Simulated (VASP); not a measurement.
Input of a VASP 6.6.1 run:

The input INCAR:

```
ALGO = Normal
EDIFF = 1E-6
ENCUT = 520
GGA = PE
ISIF = 2
ISMEAR = -1
LASPH = T
LCHARG = T
LELF = T
LREAL = F
LVHAR = T
LWAVE = F
NBANDS = 11
NELM = 80
PREC = Accurate
SIGMA = 0.06122561905347299
```

KPOINTS

```
k-points
0
Gamma
  47 47 47
```

POSCAR

```
Pt
1.0
    0.0000000000      1.9722192362      1.9722192362
    1.9722192362      0.0000000000      1.9722192362
    1.9722192362      1.9722192362      0.0000000000
Pt
1
Direct
    0.0000000000      0.0000000000      0.0000000000
```

Potentials or basis: VASP PAW PBE potentials, release 64 (Pt).

Run with:

```bash
$ cat potpaw_PBE.64/Pt/POTCAR > POTCAR
$ mpirun -np 1 vasp_std > vasp.out
```

Question: What does it give for the pressure?

Answer: 4.7 GPa.

Question: Predict the band gap on the k mesh.

Answer: Zero (bands 5 and 6 overlap by 2.16 eV).

Caveat: the cell stands under pressure; spin-orbit coupling is left out, which moves the levels of the heavy elements.
